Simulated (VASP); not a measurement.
# SiBF (P4/nmm) in VASP: further runs, part 3 of 3

VASP 6.6.1.

## Step 5: Relaxation of cell and atoms, PBE

INCAR

```
PREC = Accurate
ENCUT = 600
EDIFF = 1E-6
ISMEAR = 0
SIGMA = 0.1
LREAL = F
LASPH = T
NELM = 60
ALGO = Normal
ISIF = 3
LWAVE = F
LCHARG = F
GGA = PE
IBRION = 2
NSW = 100
EDIFFG = -0.01
```

KPOINTS

```
Automatic mesh
0
Gamma
  12 12 6
```

POSCAR

```
SiBF
1.0
    3.1077364347      0.0000000000      0.0000000000
    0.0000000000      3.1077364347      0.0000000000
    0.0000000000      0.0000000000      6.1183095489
Si B F
2 2 2
Direct
    0.5000000000      0.0000000000      0.7632015510
    0.0000000000      0.5000000000      0.2367984490
    0.5000000000      0.0000000000      0.1131449739
    0.0000000000      0.5000000000      0.8868550261
    0.0000000000      0.0000000000      0.5000000000
    0.5000000000      0.5000000000      0.5000000000
```

Potentials or basis: VASP PAW PBE potentials, release 64 (Si, B, F).

Command:

```sh
$ cat potpaw_PBE.64/Si/POTCAR potpaw_PBE.64/B/POTCAR potpaw_PBE.64/F/POTCAR > POTCAR
$ mpirun -np 1 vasp_std > vasp.out
```

OUTCAR:

```text
PREC = Accurate
   ENCUT = 600
   EDIFF = 1E-6
   ISMEAR = 0
   LREAL = F
   LASPH = T
   NELM = 60
   ISIF = 3
   GGA = PE
   IBRION = 2
   NSW = 100
   EDIFFG = -0.01

 ion  position               nearest neighbor table
   1  0.500  0.000  0.763-   3 2.14   5 2.24   6 2.24   6 2.24   5 2.24   4 2.32   4 2.32   4 2.32
                             4 2.32
   2  0.000  0.500  0.237-   4 2.14   5 2.24   6 2.24   5 2.24   6 2.24   3 2.32   3 2.32   3 2.32
                             3 2.32
   3  0.500  0.000  0.113-   1 2.14   2 2.32   2 2.32   2 2.32   2 2.32
   4  0.000  0.500  0.887-   2 2.14   1 2.32   1 2.32   1 2.32   1 2.32
   5  0.000  0.000  0.500-   1 2.24   2 2.24   2 2.24   1 2.24
   6  0.500  0.500  0.500-   1 2.24   2 2.24   1 2.24   2 2.24

  LATTYP: Found a simple tetragonal cell.
 ALAT       =     3.1077364347
 C/A-ratio  =     1.9687350190

  Lattice vectors:

[... 397 lines left out ...]

  energy without entropy =      -26.81904357  energy(sigma->0) =      -26.82384028

 E-fermi :   7.5486     XC(G=0): -11.5296

 val. band max:        7.5470938517   @ k =   0.5000   0.0833   0.0000
 cond. band min:       7.5548203324   @ k =   0.4167   0.2500   0.3333
 fundamental gap:      0.0077264807
 Fermi energy:         7.5486141331

 k-point     1 :       0.0000    0.0000    0.0000
  band No.  band energies     occupation
      1     -18.1209      2.00000
      2     -15.2292      2.00000
      3      -5.5979      2.00000
      4      -4.2614      2.00000
      5       0.3927      2.00000
      6       0.3927      2.00000
[... 481 lines left out ...]
      5      -0.6697      2.00000
      6      -0.5039      2.00000
[... 10 lines left out ...]
     17       8.2698      0.00000
     18       9.6870      0.00000

 [... further k-points ...]

------------------------ aborting loop because EDIFF is reached ----------------------------------------

  FORCE on cell =-STRESS in cart. coord.  units (eV):
  Direction    XX          YY          ZZ          XY          YZ          ZX
  --------------------------------------------------------------------------------------
  -------------------------------------------------------------------------------------
  Total        0.0583773      0.0583773      0.0423304      0.0000000      0.0000000      0.0000000
  in kB        1.6022743      1.6022743      1.1618378      0.0000000      0.0000000      0.0000000
  external PRESSURE =       1.4554621 kB  Pullay stress =       0.0000000 kB
[... 21 lines left out ...]
  FREE ENERGIE OF THE ION-ELECTRON SYSTEM (eV)
  ---------------------------------------------------
  free  energy   TOTEN  =       -26.8286369857 eV

  energy  without entropy=      -26.8190435718  energy(sigma->0) =      -26.82384028

 reached required accuracy - stopping structural energy minimisation
```

OSZICAR:

```text
N       E                     dE             d eps       ncg     rms          rms(c)
DAV:   1     0.131499232025E+03    0.13150E+03   -0.15908E+04  4032   0.163E+03
DAV:   2    -0.204587352002E+02   -0.15196E+03   -0.14835E+03  5272   0.284E+02
DAV:   3    -0.285241710626E+02   -0.80654E+01   -0.79235E+01  4804   0.663E+01
DAV:   4    -0.286178256249E+02   -0.93655E-01   -0.93306E-01  4468   0.724E+00
[... 41 lines left out ...]
DAV:   1    -0.268286685997E+02   -0.71313E-04   -0.31982E-03  4104   0.470E-01    0.444E-02
DAV:   2    -0.268286451875E+02    0.23412E-04   -0.12709E-04  4624   0.969E-02    0.215E-02
DAV:   3    -0.268286385543E+02    0.66332E-05   -0.12045E-05  4594   0.300E-02    0.951E-03
DAV:   4    -0.268286370494E+02    0.15049E-05   -0.30883E-06  3056   0.141E-02    0.233E-03
DAV:   5    -0.268286369857E+02    0.63646E-07   -0.53085E-07  2016   0.602E-03
   6 F= -.26828637E+02 E0= -.26823840E+02  d E =-.910595E-03
```

CONTCAR:

```text
SiBF
   1.00000000000000
     3.0789976770961447    0.0000000000000000   -0.0000000000000000
     0.0000000000000000    3.0789976770961447    0.0000000000000000
     0.0000000000000000    0.0000000000000000    6.1574218882559295
  Si              B               F
     2     2     2
Direct
     0.5000000000000000    0.0000000000000000    0.7626978852069719
     0.0000000000000000    0.5000000000000000    0.2373021147930282
     0.5000000000000000    0.0000000000000000    0.1131713504895077
     0.0000000000000000    0.5000000000000000    0.8868286495104923
     0.0000000000000000    0.0000000000000000    0.5000000000000000
     0.5000000000000000    0.5000000000000000    0.5000000000000000

  0.00000000E+00  0.00000000E+00  0.00000000E+00
  0.00000000E+00  0.00000000E+00  0.00000000E+00
  0.00000000E+00  0.00000000E+00  0.00000000E+00
  0.00000000E+00  0.00000000E+00  0.00000000E+00
  0.00000000E+00  0.00000000E+00  0.00000000E+00
  0.00000000E+00  0.00000000E+00  0.00000000E+00
```

It took 10 min on 1 thread of Oxide Virtual Turin-like, shared host; peak memory 0.25 GiB.

What came out:

```
Free energy                            : -26.8286 eV
Relaxed volume                         : 9.73 Å³/atom
Relaxed cell                           : a = 3.079 Å, b = 3.079 Å, c = 6.157 Å, α = 90.00°, β = 90.00°, γ = 90.00°
Space group after relaxing (to 0.05 Å) : P4/nmm (No. 129)
Energy gained by relaxing              : 1.4 meV/atom
Ionic steps                            : 6
Pressure after relaxing                : 0.1 GPa
Largest force after relaxing           : 0.006 eV/Å
Band gap on the k mesh                 : zero (band 14 reaches 8.92 eV, above the bottom of band 15 at 5.17 eV)
```

Forces in eV/Å, atoms in the order of the input:
```
Si   0.000  0.000 -0.006
Si   0.000  0.000  0.006
B    0.000  0.000 -0.004
B    0.000  0.000  0.004
F    0.000  0.000  0.000
F    0.000  0.000  0.000
```

Step by step:
```tsv
step	energy change (eV)	largest force (eV/Å)	pressure (GPa)	volume (Å³)
1	0.0000	0.0577	-0.96	59.09
2	-0.0069	0.0708	-0.25	58.59
3	-0.0074	0.1172	0.08	58.40
4	-0.0074	0.1131	0.08	58.41
5	-0.0083	0.0282	0.15	58.38
6	-0.0083	0.0063	0.15	58.37
```

Final structure:
```
CELL_PARAMETERS angstrom
3.07900 0.00000 0.00000
0.00000 3.07900 0.00000
0.00000 0.00000 6.15742
ATOMIC_POSITIONS crystal
Si 0.50000 0.00000 0.76270
Si 0.00000 0.50000 0.23730
B 0.50000 0.00000 0.11317
B 0.00000 0.50000 0.88683
F 0.00000 0.00000 0.50000
F 0.50000 0.50000 0.50000
```

Levels at points of the mesh, in eV from the Fermi level:
```tsv
k point	band 12	band 13	band 14	band 15	band 16	band 17
(0.00, 0.00, 0.00)	-1.22	-1.22	0.20	1.58	1.58	3.59
(0.50, 0.00, 0.00)	-3.65	0.10	0.10	1.86	1.86	4.40
(0.50, 0.50, 0.00)	-3.26	-2.41	-2.41	-1.27	-1.27	2.07
(0.00, 0.00, 0.50)	-1.45	-0.70	0.24	2.11	2.11	2.53
(0.50, 0.00, 0.50)	-4.70	0.92	0.92	1.75	1.75	4.33
(0.50, 0.50, 0.50)	-2.88	-2.41	-2.41	-2.15	-2.15	0.76
```

## Step 6: Overview

```tsv
task	cell	k mesh	cutoff (eV)	gap on the mesh (eV)	pressure (GPa)	relaxed volume (Å³/atom)	largest force (eV/Å)
single point	a = 3.108, b = 3.108, c = 6.118 Å, 6 atoms	6 × 6 × 4	520	none	-0.3	-	0.03
single point	a = 3.082, b = 3.082, c = 6.160 Å, 6 atoms	12 × 12 × 6	520	none	-0.1	-	0.02
relaxation of cell and atoms	relaxed from a = 3.326, b = 3.326, c = 5.956 Å, 6 atoms	6 × 6 × 4	600	none	0.0	9.78	0.04
relaxation of cell and atoms	relaxed from a = 3.108, b = 3.108, c = 6.118 Å, 6 atoms	12 × 12 × 6	600	none	0.1	9.73	0.01
```

Alike in all rows: level PBE; potentials or basis VASP PAW PBE potentials, release 64 (Si, B, F); no spin polarisation; smearing gaussian 0.1 eV.

Absolute energies hang on the potentials; compare differences alone.
